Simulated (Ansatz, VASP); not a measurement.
**As in VASP and in Ansatz**

```
As
1.0
     2.68554    0.00000    0.00000
     0.00000    2.68554    0.00000
     0.00000    0.00000    2.68554
As
1
Direct
  0.50000 0.50000 0.50000
```

Alike in both runs: task single point; functional PBE; k mesh 10 × 10 × 10; occupations fermi-dirac, width 0.05 eV; no spin polarisation.

```csv
,VASP,Ansatz
version,VASP 6.6.1,Ansatz 0.2.0
potentials or method,"VASP PAW PBE potentials, release 64 (As)",Ansatz PAW soft_1
plane-wave cutoff (eV),500,420
valence electrons in the cell,5,15
```

Ansatz gave:

```
gap on the k mesh at the Fermi level (eV) : none
pressure (GPa)                            : 4.1
```

**Question.** What did VASP give for the same quantities?

**Answer.** gap on the k mesh at the Fermi level (eV): none; pressure (GPa): 4.3.

A gap of «none» marks a metal or a gap that the smearing closes. VASP's potentials hold 5 valence electrons a cell and Ansatz's 15, so a difference there can come from the potentials and not from the codes.
